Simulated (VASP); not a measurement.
A run of VASP 6.6.1 is set up as follows.

INCAR

```
SYSTEM = C
  PREC = Accurate
  ENCUT = 520
  EDIFF = 1E-7
  ISMEAR = 0
  SIGMA = 0.05
  LREAL = .False.
  LASPH = .True.
  NELM = 60
  ALGO = Normal
  ISIF = 2
  LWAVE = .False.
  LCHARG = .False.
  GGA = PE
  NBANDS = 26
```

Contents of KPOINTS:

```
regular mesh
0
Gamma
  6 6 6
  0 0 0
```

POSCAR

```
C
1.0
    3.6418709200     -0.1657841204      0.1585434033
    0.1657841204     -3.5465998566     -0.0098114273
   -0.1585434033     -0.0098114273     -3.9501223390
C
8
Direct
    0.5106640108      0.0437665461     -0.0478171597
    0.0275016855      0.4268885719     -0.0677547741
   -0.0294658729     -0.0543378602      0.4626503962
    0.4519358441      0.4594641218      0.6011039610
    0.6591140978      0.7959583979      0.7777240815
    0.1855604335      0.2628009845      0.6673184949
    0.3316317912      0.7819591342      0.3025031790
    0.8630580100      0.2835001039      0.3042718211
```

Potentials or basis: VASP PAW PBE potentials, release 64 (C).

Launch:

```sh
$ cat potpaw_PBE.64/C/POTCAR > POTCAR
$ mpirun -np 1 vasp_std > vasp.out
```

(1) Predict the largest force.

(2) What does it give for the band gap on the k mesh?

(3) What does it give for the pressure?

Results:

(1) 15.897 eV/Å.

(2) zero (band 16 reaches 9.09 eV, above the bottom of band 17 at 8.32 eV).

(3) 29.6 GPa.

Caveat: the cell differs from its parent crystal (atoms moved at random and the cell strained at random); forces of over 1 eV/Å act on the atoms, so gaps and moduli don't describe the material at rest.
